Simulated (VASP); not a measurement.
Here is a VASP 6.6.1 calculation.

File INCAR:

```
SYSTEM = BiN
PREC     = Accurate       ! precision mode
ENCUT    = 520            ! plane-wave cutoff, eV
EDIFF    = 1E-6           ! SCF threshold, eV
ISMEAR   = 0              ! smearing method
SIGMA    = 0.05           ! smearing width, eV
LREAL    = .False.        ! projectors in reciprocal space
LASPH    = .True.         ! aspherical terms in the spheres
NELM     = 80             ! most SCF steps
ALGO     = Normal         ! electronic algorithm
ISIF     = 2              ! what is computed and relaxed
LWAVE    = .False.        ! write WAVECAR
LCHARG   = .False.        ! write CHGCAR
GGA      = PE             ! functional
NBANDS   = 17             ! bands
```

KPOINTS

```
Automatic mesh
0
Gamma
  10 10 10
  0 0 0
```

POSCAR

```
BiN
1.0
    0.0000000000      2.8394244560      2.8394244560
    2.8394244560      0.0000000000      2.8394244560
    2.8394244560      2.8394244560      0.0000000000
Bi N
1 1
Direct
    0.0000000000      0.0000000000      0.0000000000
    0.2500000000      0.2500000000      0.2500000000
```

Potentials or basis: VASP PAW PBE potentials, release 64 (Bi_d, N).

The run is started by

```sh
$ cat potpaw_PBE.64/Bi_d/POTCAR potpaw_PBE.64/N/POTCAR > POTCAR
$ mpirun -np 1 vasp_std > vasp.out
```

Problem. Predict the pressure.

Solution. -5.0 GPa.

Problem. Predict the band gap on the k mesh.

Solution. Zero (band 10 reaches 5.68 eV, above the bottom of band 11 at 5.15 eV).

Caveat: spin-orbit coupling is left out, which moves the levels of the heavy elements.
